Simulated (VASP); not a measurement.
AgI, 4 atoms in the cell. It takes space group P6_3mc (No. 186, hexagonal). Conventional cell: a = 4.603 Å, b = 4.603 Å, c = 7.693 Å, α = 90.00°, β = 90.00°, γ = 120.00°. Within 3.7 Å of Ag (site symmetry 3m) lie 4 I at 2.84 Å. Within 3.7 Å of I (site symmetry 3m) lie 4 Ag at 2.84 Å.  This cell differs from its parent crystal: in-plane strain -0.01, then relaxed in part.

```yaml
Program: VASP 6.6.1
Task: single point
Functional: r2SCAN
Potentials_or_basis: VASP PAW PBE potentials, release 64 (Ag, I)
Cutoff: 550 eV
k_mesh: 6 × 6 × 4
Occupations: gaussian, width 0.01 eV
Spin: no spin polarisation
Dipole_correction: no
Further_INCAR_settings: ALGO = Normal; EDIFF = 1e-06; NBANDS = 26
```

Potentials or basis: VASP PAW PBE potentials, release 64 (Ag, I).

Command:

```sh
$ cat potpaw_PBE.64/Ag/POTCAR potpaw_PBE.64/I/POTCAR > POTCAR
$ cp INCAR.step1 INCAR
$ mpirun -np 1 vasp_std > vasp.out
$ cp INCAR.step2 INCAR
$ mpirun -np 1 vasp_std > vasp.out
```

Hardware: 1 thread of Intel Xeon 8259CL (shared host).

Problem. Estimate the wall time of this run.

Solution. It took 8 min on 1 thread of Intel Xeon 8259CL, with other jobs on the host, peak memory 0.34 GiB. Counts: k points 21.
